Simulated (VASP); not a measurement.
A run of VASP 6.6.1:

Contents of INCAR:

```
PREC = Accurate ; ENCUT = 520
EDIFF = 1E-7 ; ISMEAR = 0
SIGMA = 0.02 ; LREAL = F
LASPH = T ; NELM = 100
ALGO = Normal ; ISIF = 2
LWAVE = F ; LCHARG = T
GGA = PS ; LELF = T
LVHAR = T ; NBANDS = 44
```

KPOINTS

```
regular mesh
0
Gamma
  6 6 6
```

Contents of POSCAR:

```
SiO2
1.0
   -2.6319089795      4.7886296563      4.4592606728
    2.6319089795     -4.7886296563      4.4592606728
    2.6319089795      4.7886296563     -4.4592606728
Si O
4 8
Direct
    0.9291426831      0.8446581875      0.0844844956
    0.7398263081      0.1553418125      0.5844844956
    0.0708573169      0.1553418125      0.9155155044
    0.2601736919      0.8446581875      0.4155155044
    0.1309865434      0.8809865434      0.2500000000
    0.8690134566      0.1190134566      0.7500000000
    0.7917618860      0.5000000000      0.7917618860
    0.2082381140      0.0000000000      0.7082381140
    0.2082381140      0.5000000000      0.2082381140
    0.7917618860      0.0000000000      0.2917618860
    0.0000000000      0.0000000000      0.0000000000
    0.5000000000      0.0000000000      0.5000000000
```

Potentials or basis: VASP PAW PBE potentials, release 64 (Si, O).

Launch:

```sh
$ cat potpaw_PBE.64/Si/POTCAR potpaw_PBE.64/O/POTCAR > POTCAR
$ mpirun -np 1 vasp_std > vasp.out
```

Hardware: 1 thread of Oxide Virtual Turin-like Processor (shared host).

Q: How long does it take, and how much memory?

A: Wall time 22 min on 1 thread of Oxide Virtual Turin-like Processor, on a shared host, peak memory 0.55 GiB. Counts: scf iterations 17, k points 46.
